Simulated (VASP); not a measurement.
# Ti6H in VASP: further runs

Ti6H is run at these levels: PBE; tasks: single point.

Everything below comes from runs of VASP 6.6.1. Logs are shortened: lines on timing, memory, paths and dates and some standing lists are left out, and cuts for length are marked.

### Step 1. The cell of the first run

The cell holds a slab with vacuum, 7 atoms: a = 2.938 Å, b = 4.650 Å, c = 21.284 Å, α = 90.00°, β = 90.00°, γ = 90.00°.

### Step 2. Single point, PBE

Contents of INCAR:

```
  PREC = Accurate
  ENCUT = 520
  EDIFF = 1E-6
  ISMEAR = 0
  SIGMA = 0.1
  LREAL = False
  LASPH = True
  NELM = 80
  ALGO = Normal
  ISIF = 2
  LWAVE = False
  LCHARG = False
  LDIPOL = True
  IDIPOL = 3
  DIPOL = 0.5 0.5 0.348
  GGA = PE
  NBANDS = 46
```

Contents of KPOINTS:

```
regular mesh
0
Gamma
  9 6 1
```

Contents of POSCAR:

```
Ti6H
1.0
    2.9381632083      0.0000000000      0.0000000000
    0.0000000000      4.6504654186      0.0000000000
    0.0000000000      0.0000000000     21.2842241985
Ti H
6 1
Direct
    0.0000000000      0.7500000000      0.1879326191
    0.5000000000      0.2500000000      0.2277825405
    0.5000000000      0.7500000000      0.3074823831
    0.0000000000      0.2500000000      0.3461291997
    0.0000000000      0.7500000000      0.4220680059
    0.5000000000      0.2500000000      0.4596937200
    0.5000000000      0.7500000000      0.4814183483
```

Potentials or basis: VASP PAW PBE potentials, release 64 (Ti_sv, H).

On the command line:

```sh
$ cat potpaw_PBE.64/Ti_sv/POTCAR potpaw_PBE.64/H/POTCAR > POTCAR
$ mpirun -np 1 vasp_std > vasp.out
```

OUTCAR:

```text
PREC = Accurate
   ENCUT = 520
   EDIFF = 1E-6
   ISMEAR = 0
   LREAL = False
   LASPH = True
   NELM = 80
   ISIF = 2
   GGA = PE

 ion  position               nearest neighbor table
   1  0.000  0.750  0.188-   2 2.88   2 2.88   2 2.88   2 2.88
   2  0.500  0.250  0.228-   3 2.88   3 2.88   1 2.88   1 2.88   1 2.88   1 2.88   4 2.92   4 2.92

   3  0.500  0.750  0.307-   5 2.85   5 2.85   4 2.87   4 2.87   4 2.87   4 2.87   2 2.88   2 2.88

   4  0.000  0.250  0.346-   6 2.83   6 2.83   5 2.83   5 2.83   3 2.87   3 2.87   3 2.87   3 2.87
                             2 2.92   2 2.92
   5  0.000  0.750  0.422-   4 2.83   4 2.83   3 2.85   3 2.85   6 2.86   6 2.86   6 2.86   6 2.86

   6  0.500  0.250  0.460-   4 2.83   4 2.83   5 2.86   5 2.86   5 2.86   5 2.86
   7  0.500  0.750  0.481-

  LATTYP: Found a simple orthorhombic cell.
 ALAT       =     2.9381632083
 B/A-ratio  =     1.5827798148
 C/A-ratio  =     7.2440578312

  Lattice vectors:

 A1 = (   2.9381632083,   0.0000000000,   0.0000000000)
 A2 = (   0.0000000000,   4.6504654186,   0.0000000000)
 A3 = (   0.0000000000,   0.0000000000,  21.2842241985)

Analysis of symmetry for initial positions (statically):
=====================================================================
 Subroutine PRICEL returns:
 Original cell was already a primitive cell.

 Routine SETGRP: Setting up the symmetry group for a
 simple orthorhombic supercell.

 Subroutine GETGRP returns: Found  4 space group operations
 (whereof  2 operations were pure point group operations)
 out of a pool of  8 trial point group operations.

The static configuration has the point symmetry C_1h.
 The point group associated with its full space group is C_2v.

Analysis of symmetry for dynamics (positions and initial velocities):
=====================================================================
 Subroutine PRICEL returns:
 Original cell was already a primitive cell.

 Routine SETGRP: Setting up the symmetry group for a
 simple orthorhombic supercell.

 Subroutine GETGRP returns: Found  4 space group operations
 (whereof  2 operations were pure point group operations)
 out of a pool of  8 trial point group operations.

The dynamic configuration has the point symmetry C_1h.
 The point group associated with its full space group is C_2v.

 Subroutine INISYM returns: Found  4 space group operations
 (whereof  2 operations are pure point group operations),
 and found     1 'primitive' translations

----------------------------------------------------------------------------------------

                                     Primitive cell

  volume of cell :     290.8239

  direct lattice vectors                    reciprocal lattice vectors
     2.938163208  0.000000000  0.000000000     0.340348690  0.000000000  0.000000000
     0.000000000  4.650465419  0.000000000     0.000000000  0.215032241  0.000000000
     0.000000000  0.000000000 21.284224198     0.000000000  0.000000000  0.046983155

  length of vectors
     2.938163208  4.650465419 21.284224198     0.340348690  0.215032241  0.046983155

  position of ions in fractional coordinates (direct lattice)
     0.000000000  0.750000000  0.187932619
     0.500000000  0.250000000  0.227782541
     0.500000000  0.750000000  0.307482383
     0.000000000  0.250000000  0.346129200
     0.000000000  0.750000000  0.422068006
     0.500000000  0.250000000  0.459693720
     0.500000000  0.750000000  0.481418348

  ion indices of the primitive-cell ions
   primitive index   ion index
                 1           1
                 2           2
                 3           3
                 4           4
                 5           5
                 6           6
                 7           7

----------------------------------------------------------------------------------------

 KPOINTS: regular mesh

Automatic generation of k-mesh.
 Grid dimensions read from file:
 generate k-points for:    9    6    1

 Generating k-lattice:

  Cartesian coordinates                     Fractional coordinates (reciprocal lattice)
     0.037816521  0.000000000  0.000000000     0.111111111  0.000000000  0.000000000
     0.000000000  0.035838707  0.000000000     0.000000000  0.166666667  0.000000000
     0.000000000  0.000000000  0.046983155     0.000000000  0.000000000  1.000000000

  Length of vectors
     0.037816521  0.035838707  0.046983155

  Shift w.r.t. Gamma in fractional coordinates (k-lattice)
     0.000000000  0.000000000  0.000000000

 Subroutine IBZKPT returns following result:
 ===========================================

 Found     20 irreducible k-points:

 Following reciprocal coordinates:
            Coordinates               Weight
  0.000000  0.000000  0.000000      1.000000
  0.111111  0.000000  0.000000      2.000000
  0.222222  0.000000  0.000000      2.000000
  0.333333  0.000000  0.000000      2.000000
  0.444444  0.000000  0.000000      2.000000
  0.000000  0.166667  0.000000      2.000000
[... 12 lines left out ...]
  0.333333  0.500000  0.000000      2.000000
  0.444444  0.500000  0.000000      2.000000
   k-points           NKPTS =     20   k-points in BZ     NKDIM =     20   number of bands    NBANDS=     46
   number of dos      NEDOS =    301   number of ions     NIONS =      7
   total plane-waves  NPLWV = 138240
   dimension x,y,z NGX =    24 NGY =   36 NGZ =  160
   dimension x,y,z NGXF=    48 NGYF=   72 NGZF=  320
   ions per type =               6   1
   NGX,Y,Z   is equivalent  to a cutoff of  13.58, 12.87, 12.50 a.u.
   NGXF,Y,Z  is equivalent  to a cutoff of  27.16, 25.74, 24.99 a.u.
 SYSTEM =  unknown system
   PREC   = accura    normal or accurate (medium, high low for compatibility)
   ISTART =      0    job   : 0-new  1-cont  2-samecut
   ICHARG =      2    charge: 1-file 2-atom 10-const
   ISPIN  =      1    spin polarized calculation?
   LNONCOLLINEAR =      F non collinear calculations
   LSORBIT =      F    spin-orbit coupling
   LASPH  =      T    aspherical Exc in radial PAW
   ENCUT  =  520.0 eV  38.22 Ry    6.18 a.u.   5.46  8.65 39.57*2*pi/ulx,y,z
   NELM   =     80;   NELMIN=  2; NELMDL= -5     # of ELM steps
   EDIFF  = 0.1E-05   stopping-criterion for ELM
   LREAL  =      F    real-space projection
   EDIFFG = 0.1E-04   stopping-criterion for IOM
   NSW    =      0    number of steps for IOM
   IBRION =     -1    ionic relax: 0-MD 1-quasi-New 2-CG
   NFREE  =      0    steps in history (QN), initial steepest desc. (CG)
   ISIF   =      2    stress and relaxation
   ISYM   =      2    0-nonsym 1-usesym 2-fastsym
   POTIM  = 0.5000    time-step for ionic-motion
   TEBEG  =    0.0;   TEEND  =   0.0 temperature during run
   PSTRESS=    0.0 pullay stress
   NELECT =      73.0000    total number of electrons
   NUPDOWN=      -1.0000    fix difference up-down
   EMIN   =  10.00;   EMAX   =-10.00  energy-range for DOS
   EFERMI =   0.00;   METHOD = LEGACY
   ISMEAR =     0;   SIGMA  =   0.10  broadening in eV -4-tet -1-fermi 0-gaus
   EFERMI_NEDOS =   21; number of points for ismear=-14 and -15
   IALGO  =     38    algorithm
   IMIX   =      4    mixing-type and parameters
     AMIX     =   0.40;   BMIX     =  1.00
     AMIX_MAG =   1.60;   BMIX_MAG =  1.00
  volume/ion in A,a.u.               =      41.55       280.37
  Fermi-wavevector in a.u.,A,eV,Ry     =   1.032696  1.951512 14.510077  1.066461
  Thomas-Fermi vector in A             =   2.166906
   LORBIT       =      0    0 simple, 1 ext, 2 COOP (PROOUT), +10 PAW based schemes
   GGA     = PE    functional components
   LHFCALC =     F    Hartree Fock is set to
   AEXX    =    0.0000 exact exchange contribution
   IVDW    =     0    specifies the selected vdW correction
   LEPSILON=     F    determine dielectric tensor
   LRPA    =     F    only Hartree local field effects (RPA)
 non-spin polarized calculation
 Gauss-broadening in eV      SIGMA  =   0.10
  energy-cutoff  :      520.00
  volume of cell :      290.82
 maximum number of plane-waves:      7881
 NGX is ok and might be reduce to    24
   NGX = 11   NGY = 17   NGZ = 79

 dipolmoment           0.000000      0.000000     -0.002078 electrons x Angstroem

 number of electron      73.0000010 magnetization

 dipolmoment           0.000000      0.000000      0.001523 electrons x Angstroem

 Free energy of the ion-electron system (eV)
  ---------------------------------------------------
  ext. energy  EPLUGINS =         0.00000000
  ---------------------------------------------------
  free energy    TOTEN  =       -47.87380766 eV

  energy without entropy =      -47.81485376  energy(sigma->0) =      -47.84433071

 E-fermi :   0.7602     XC(G=0):  -5.1388

 val. band max:        0.7089932791   @ k =   0.1111   0.1667   0.0000
 cond. band min:       0.7670785157   @ k =   0.1111   0.5000   0.0000
 fundamental gap:      0.0580852366
 Fermi energy:         0.7602403659

 k-point     1 :       0.0000    0.0000    0.0000
  band No.  band energies     occupation
      1     -56.3115      2.00000
      2     -56.2977      2.00000
      3     -56.0793      2.00000
      4     -56.0082      2.00000
      5     -55.9560      2.00000
      6     -55.8964      2.00000
[... 38 lines left out ...]
     45       1.8591      0.00000
     46       1.9321      0.00000

 k-point     2 :       0.1111    0.0000    0.0000
  band No.  band energies     occupation
      1     -56.3064      2.00000
      2     -56.2926      2.00000
      3     -56.0730      2.00000
      4     -56.0044      2.00000
      5     -55.9549      2.00000
      6     -55.8927      2.00000
[... 38 lines left out ...]
     45       1.9095      0.00000
     46       1.9464      0.00000

 k-point     3 :       0.2222    0.0000    0.0000
  band No.  band energies     occupation
      1     -56.2935      2.00000
      2     -56.2796      2.00000
      3     -56.0564      2.00000
      4     -55.9947      2.00000
      5     -55.9532      2.00000
      6     -55.8834      2.00000
[... 38 lines left out ...]
     45       1.9413      0.00000
     46       2.2288      0.00000

 k-point     4 :       0.3333    0.0000    0.0000
  band No.  band energies     occupation
      1     -56.2787      2.00000
      2     -56.2647      2.00000
      3     -56.0358      2.00000
      4     -55.9831      2.00000
      5     -55.9537      2.00000
      6     -55.8727      2.00000
[... 724 lines left out ...]
     45       2.0368      0.00000
     46       2.0879      0.00000

 k-point    19 :       0.3333    0.5000    0.0000
  band No.  band energies     occupation
      1     -56.2767      2.00000
      2     -56.2630      2.00000
      3     -56.0105      2.00000
      4     -56.0013      2.00000
      5     -55.9558      2.00000
      6     -55.8815      2.00000
[... 38 lines left out ...]
     45       2.1998      0.00000
     46       2.2566      0.00000

 k-point    20 :       0.4444    0.5000    0.0000
  band No.  band energies     occupation
      1     -56.2687      2.00000
      2     -56.2547      2.00000
      3     -56.0018      2.00000
      4     -55.9914      2.00000
      5     -55.9504      2.00000
      6     -55.8743      2.00000
[... 38 lines left out ...]
     45       2.1878      0.00000
     46       2.4141      0.00000

------------------------ aborting loop because EDIFF is reached ----------------------------------------

 vacuum level on the upper side and lower side of the slab       (xc-potential included)        -0.189        -0.214

  FORCE on cell =-STRESS in cart. coord.  units (eV):
  Direction    XX          YY          ZZ          XY          YZ          ZX
  --------------------------------------------------------------------------------------
  -------------------------------------------------------------------------------------
  Total       -2.0438271     -3.1949090     -0.9113020      0.0000000      0.0000000      0.0000000
  in kB      -11.2596420    -17.6010639     -5.0204513      0.0000000      0.0000000      0.0000000
  external PRESSURE =     -11.2937191 kB  Pullay stress =       0.0000000 kB

 VOLUME and BASIS-vectors are now :
 -----------------------------------------------------------------------------
  energy-cutoff  :      520.00
  volume of cell :      290.82
      direct lattice vectors                 reciprocal lattice vectors
     2.938163208  0.000000000  0.000000000     0.340348690  0.000000000  0.000000000
     0.000000000  4.650465419  0.000000000     0.000000000  0.215032241  0.000000000
     0.000000000  0.000000000 21.284224198     0.000000000  0.000000000  0.046983155

 POSITION                                       TOTAL-FORCE (eV/Angst)
 -----------------------------------------------------------------------------------
      0.00000      3.48785      4.00000         0.000000      0.000000      0.344444
      1.46908      1.16262      4.84817         0.000000      0.000000      0.036757
      1.46908      3.48785      6.54452         0.000000      0.000000     -0.506784
      0.00000      1.16262      7.36709         0.000000      0.000000      0.064491
      0.00000      3.48785      8.98339         0.000000      0.000000      0.227683
      1.46908      1.16262      9.78422         0.000000      0.000000     -0.178842
      1.46908      3.48785     10.24662         0.000000      0.000000      0.012251
 -----------------------------------------------------------------------------------
    total drift:                                0.000000      0.000000      0.000253

  FREE ENERGIE OF THE ION-ELECTRON SYSTEM (eV)
  ---------------------------------------------------
  free  energy   TOTEN  =       -47.8738076588 eV

  energy  without entropy=      -47.8148537585  energy(sigma->0) =      -47.84433071

 vacuum level on the upper side and lower side of the slab         4.364         4.320
```

It took 4.8 min on 1 thread of Intel Xeon 6975P-C (Granite Rapids), shared host; peak memory 0.45 GiB.

What came out:

```
Free energy            : -47.8738 eV
Largest force          : 0.507 eV/Å
Band gap on the k mesh : zero (an odd number of electrons rules out a gap without spin polarisation)
```

Forces in eV/Å, atoms in the order of the input:
```
Ti   0.000  0.000  0.344
Ti   0.000  0.000  0.037
Ti   0.000  0.000 -0.507
Ti   0.000  0.000  0.064
Ti   0.000  0.000  0.228
Ti   0.000  0.000 -0.179
H    0.000  0.000  0.012
```

### Step 3. Single point, PBE

Contents of INCAR:

```
PREC = Accurate
ENCUT = 520
EDIFF = 1E-6
ISMEAR = 0
SIGMA = 0.1
LREAL = False
LASPH = True
NELM = 80
ALGO = Normal
ISIF = 2
LWAVE = False
LCHARG = True
LDIPOL = True
IDIPOL = 3
DIPOL = 0.5 0.5 0.352
GGA = PE
LELF = True
LVHAR = True
LVACPOTAV = True
NBANDS = 46
```

KPOINTS is that of step 2.

POSCAR, as its differences from that of step 2:

```diff
@@ -14,2 +14,2 @@
     0.5000000000      0.2500000000      0.4596937200
-    0.5000000000      0.7500000000      0.4814183483
+    1.0000000000      0.2500000000      0.5163647524
```

Potentials or basis: VASP PAW PBE potentials, release 64 (Ti_sv, H).

On the command line:

```sh
$ cat potpaw_PBE.64/Ti_sv/POTCAR potpaw_PBE.64/H/POTCAR > POTCAR
$ mpirun -np 1 vasp_std > vasp.out
```

Run time: 4.6 min. Hardware: 1 thread of Intel Xeon 6975P-C (Granite Rapids), shared host; peak memory 0.45 GiB.

It converged, with:

```
Free energy            : -47.6771 eV
Largest force          : 0.403 eV/Å
Band gap on the k mesh : zero (an odd number of electrons rules out a gap without spin polarisation)
```

Forces on the atoms (eV/Å):
```
Ti   0.000  0.000  0.263
Ti   0.000  0.000  0.045
Ti   0.000  0.000 -0.403
Ti   0.000  0.000 -0.062
Ti   0.000  0.000 -0.175
Ti   0.000  0.000  0.320
H    0.000  0.000  0.011
```

Levels at points of the mesh, in eV from the Fermi level:
| k point | band 34 | band 35 | band 36 | band 37 | band 38 | band 39 | band 40 | band 41 |
| --- | --- | --- | --- | --- | --- | --- | --- | --- |
| (0.00, 0.00, 0.00) | -0.54 | -0.10 | 0.18 | 0.56 | 0.63 | 0.76 | 0.95 | 0.96 |
| (0.00, 0.50, 0.00) | -0.53 | -0.38 | 0.04 | 0.10 | 0.22 | 0.33 | 0.48 | 0.81 |

The gap in the log of VASP goes by the Fermi energy; the results here count the filled bands.